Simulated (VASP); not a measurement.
Here is a VASP 6.6.1 calculation.

The input POSCAR:

```
Ni
1.0
    2.3508347837      0.0000002877      0.0000000000
   -1.1754176411      2.0358824990      0.0000000000
    0.0000000000      0.0000000000     23.8000000000
Ni
1
Direct
    0.0000000000      0.0000000000      0.2941176471
```

INCAR.step1

```
SYSTEM = Ni
ALGO = Normal ; DIPOL = 0.5 0.5 0.294
EDIFF = 1E-6 ; ENCUT = 520
GGA = PE ; IDIPOL = 3
ISIF = 2 ; ISMEAR = 0
ISPIN = 2 ; LASPH = .True.
LCHARG = .True. ; LDIPOL = .True.
LMAXMIX = 4 ; LREAL = .False.
LWAVE = .False. ; MAGMOM = 0.93
NBANDS = 15 ; NELM = 150
PREC = Accurate ; SIGMA = 0.1
```

File KPOINTS.step1:

```
k-points
0
Gamma
  24 24 1
  0 0 0
```

The input INCAR.step2:

```
SYSTEM = Ni
ALGO = Normal ; DIPOL = 0.5 0.5 0.294
EDIFF = 1E-6 ; ENCUT = 520
GGA = PE ; ICHARG = 11
IDIPOL = 3 ; ISIF = 2
ISMEAR = -5 ; ISPIN = 2
LASPH = .True. ; LCHARG = .False.
LDIPOL = .True. ; LMAXMIX = 4
LORBIT = 11 ; LREAL = .False.
LWAVE = .False. ; MAGMOM = 0.93
NBANDS = 15 ; NEDOS = 2001
NELM = 150 ; PREC = Accurate
SIGMA = 0.1
```

KPOINTS.step2

```
k-points
0
Gamma
  36 36 1
  0 0 0
```

Potentials or basis: VASP PAW PBE potentials, release 64 (Ni).

Command:

```sh
$ cat potpaw_PBE.64/Ni/POTCAR > POTCAR
$ cp INCAR.step1 INCAR
$ cp KPOINTS.step1 KPOINTS
$ mpirun -np 1 vasp_std > vasp.out
$ cp INCAR.step2 INCAR
$ cp KPOINTS.step2 KPOINTS
$ mpirun -np 1 vasp_std > vasp.out
```

Question: Predict the net moment.

Answer: 0.76 μB per cell.

Question: What does it give for the site moments?

Answer: Ni +0.84 μB.
